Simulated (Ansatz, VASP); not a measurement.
# Two plane-wave programs on LiF

```
Li F
1.0
     0.00000    2.03400    2.03400
     2.03400    0.00000    2.03400
     2.03400    2.03400    0.00000
Li F
1 1
Cartesian
  2.0340 2.0340 2.0340
  0.0000 0.0000 0.0000
```

Change from the starting cell: the structure that the rattled cell fell into.

Alike in both runs: task relaxation of cell and atoms; functional PBE; k mesh 10 × 10 × 10; occupations gaussian, width 0.02 eV; no spin polarisation.

|  | VASP | Ansatz |
| --- | --- | --- |
| version | VASP 6.6.1 | Ansatz 0.2.0 |
| potentials or method | VASP PAW PBE potentials, release 64 (Li_sv, F), cutoff 600 eV | scalar-relativistic, plane waves, PAW |
| valence electrons in the cell | 10 | 10 |

|  | VASP | Ansatz | Ansatz less VASP |
| --- | --- | --- | --- |
| gap on the k mesh at the Fermi level, each at its own relaxed structure (eV) | 8.93 | 8.83 | -0.099 |
| relaxed volume (Å³/atom) | 8.32 | 8.41 | +0.097 |
| relaxed cell length with the largest relative difference (Å) | 2.865 | 2.877 | +0.0111 |

Noted on VASP's run: the cutoff is short for stress, so the pressure is rough.
